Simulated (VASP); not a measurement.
Write the native input for VASP 6.6.1 that does the following.

- Task: single point
- Functional: PBE
- Potentials or basis: VASP PAW PBE potentials, release 64 (Ga_d)
- Cutoff: 520 eV
- k mesh: 16 × 16 × 16
- Occupations: fermi-dirac, width 0.08 eV
- Spin: no spin polarisation
- Dipole correction: no
- Further INCAR settings: ALGO = Normal; EDIFF = 1e-07; NBANDS = 12

The structure of Ga lies in POSCAR:

```
Ga
1.0
   -1.3396202448      1.3396202448      1.3396202448
    1.3396202448     -1.3396202448      1.3396202448
    1.3396202448      1.3396202448     -1.3396202448
Ga
1
Direct
    0.0000000000      0.0000000000      0.0000000000
```

This cell differs from its parent crystal: volume scaled by 0.5.

These files were run (other wordings do the same):

INCAR

```
  ALGO = Normal
  EDIFF = 1E-7
  ENCUT = 520
  GGA = PE
  ISIF = 2
  ISMEAR = -1
  LASPH = True
  LCHARG = True
  LELF = True
  LREAL = False
  LVHAR = True
  LWAVE = False
  NBANDS = 12
  NELM = 80
  PREC = Accurate
  SIGMA = 0.08
```

KPOINTS

```
k-points
0
Gamma
  16 16 16
```

Potentials or basis: VASP PAW PBE potentials, release 64 (Ga_d).

Launch:

```bash
$ cat potpaw_PBE.64/Ga_d/POTCAR > POTCAR
$ mpirun -np 1 vasp_std > vasp.out
```

Results of the run:

```json
{"Pressure": "177.5 GPa"}
```

It took 24 s on 1 thread of Intel Xeon 8259CL, with other jobs on the host, peak memory 0.13 GiB.
